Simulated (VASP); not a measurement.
A run of VASP 6.6.1 is set up as follows.

Contents of INCAR:

```
SYSTEM = MgC2
  PREC = Accurate
  ENCUT = 520
  EDIFF = 1E-7
  ISMEAR = 0
  SIGMA = 0.1
  LREAL = .False.
  LASPH = .True.
  NELM = 150
  ALGO = Normal
  ISIF = 2
  LWAVE = .False.
  LCHARG = .False.
  ISPIN = 2
  MAGMOM = 0 1 1
  LORBIT = 11
  GGA = PE
  NBANDS = 16
```

Contents of KPOINTS:

```
regular mesh
0
Gamma
  6 6 4
  0 0 0
```

The input POSCAR:

```
MgC2
1.0
    3.0864490900      0.0000000000      0.0000000000
   -1.5432245500      2.6729433200      0.0000000000
    0.0000000000      0.0000000000      5.5852701000
Mg C
1 2
Direct
    0.0000000000      0.0000000000      0.5000000000
    0.0000000000      0.0000000000      0.1655322000
    0.0000000000      0.0000000000      0.8344678000
```

Potentials or basis: VASP PAW PBE potentials, release 64 (Mg, C).

The run is started by

```sh
$ cat potpaw_PBE.64/Mg/POTCAR potpaw_PBE.64/C/POTCAR > POTCAR
$ mpirun -np 1 vasp_std > vasp.out
```

Q: Predict the net moment.

A: 0.00 μB per cell.

Q: Estimate the largest force.

A: 8.293 eV/Å.

Forces on the atoms (eV/Å):
```
Mg   0.000  0.000  0.000
C    0.000  0.000 -8.293
C    0.000  0.000  8.293
```

Caveat: the k points lie up to 0.39 Å⁻¹ apart; forces of over 1 eV/Å act on the atoms, so gaps and moduli don't describe the material at rest.
